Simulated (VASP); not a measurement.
AlN: single point with PBEsol

The system is AlN, a slab with vacuum.

```
Al N
1.0
     3.11364    0.00000    0.00000
     0.00000    4.98301    0.00000
     0.00000    0.00000   30.38130
Al N
12 12
Direct
  0.00000 0.99900 0.26332
  0.50000 0.49900 0.29290
  0.50000 0.99900 0.35207
  0.00000 0.49900 0.38166
  0.00000 0.99900 0.44083
  0.50000 0.49900 0.47041
  0.50000 0.99900 0.52959
  0.00000 0.49900 0.55917
  0.00000 0.99900 0.61834
  0.50000 0.49900 0.64793
  0.50000 0.99900 0.70710
  0.00000 0.49900 0.73668
  0.00000 0.38100 0.26332
  0.50000 0.88100 0.29290
  0.50000 0.38100 0.35207
  0.00000 0.88100 0.38166
  0.00000 0.38100 0.44083
  0.50000 0.88100 0.47041
  0.50000 0.38100 0.52959
  0.00000 0.88100 0.55917
  0.00000 0.38100 0.61834
  0.50000 0.88100 0.64793
  0.50000 0.38100 0.70710
  0.00000 0.88100 0.73668
```

- Program: VASP 6.6.1
- Task: single point
- Functional: PBEsol
- Potentials or basis: VASP PAW PBE potentials, release 64 (Al, N)
- Cutoff: 520 eV
- k mesh: 8 × 6 × 1
- Occupations: gaussian, width 0.05 eV
- Spin: no spin polarisation

```yaml
Largest_force: 2.644 eV/Å
Band_gap_on_the_k_mesh: 1.49 eV, indirect (least direct gap 1.54 eV)
```

Forces on the atoms (eV/Å):
```
Al   0.000  1.841  1.898
Al   0.000 -1.088 -1.573
Al   0.000  0.457  0.211
Al   0.000 -0.169 -0.124
Al   0.000  0.054  0.041
Al   0.000 -0.019 -0.026
Al   0.000 -0.019  0.026
Al   0.000  0.054 -0.041
Al   0.000 -0.169  0.124
Al   0.000  0.457 -0.211
Al   0.000 -1.088  1.573
Al   0.000  1.841 -1.898
N    0.000 -0.821  0.377
N    0.000 -0.320 -1.163
N    0.000  0.089  0.493
N    0.000 -0.023 -0.197
N    0.000  0.003  0.077
N    0.000 -0.003 -0.044
N    0.000 -0.003  0.044
N    0.000  0.003 -0.077
N    0.000 -0.023  0.197
N    0.000  0.089 -0.493
N    0.000 -0.320  1.163
N    0.000 -0.821 -0.377
```

Levels at points of the mesh, in eV from the valence-band top:
```tsv
k point	band 44	band 45	band 46	band 47	band 48	band 49	band 50	band 51	band 52	band 53
(0.00, 0.00, 0.00)	-0.71	-0.22	-0.20	-0.04	-0.04	1.49	1.55	3.98	4.76	4.79
(0.50, 0.00, 0.00)	-1.67	-1.62	-1.40	-0.31	-0.31	2.91	2.91	4.80	4.90	5.00
(0.00, 0.50, 0.00)	-1.28	-0.36	-0.36	-0.23	-0.23	1.74	1.74	4.72	4.72	5.15
(0.50, 0.50, 0.00)	-1.57	-1.33	-1.33	0.00	0.00	2.89	2.89	4.53	4.53	4.84
```

Wall time 19 min on 1 thread of Intel(R) Xeon(R) Platinum 8488C (Sapphire Rapids) (shared host), peak memory 0.77 GiB.

Caveat: the PAW data sets were made with another functional, which shifts forces and pressure a little.
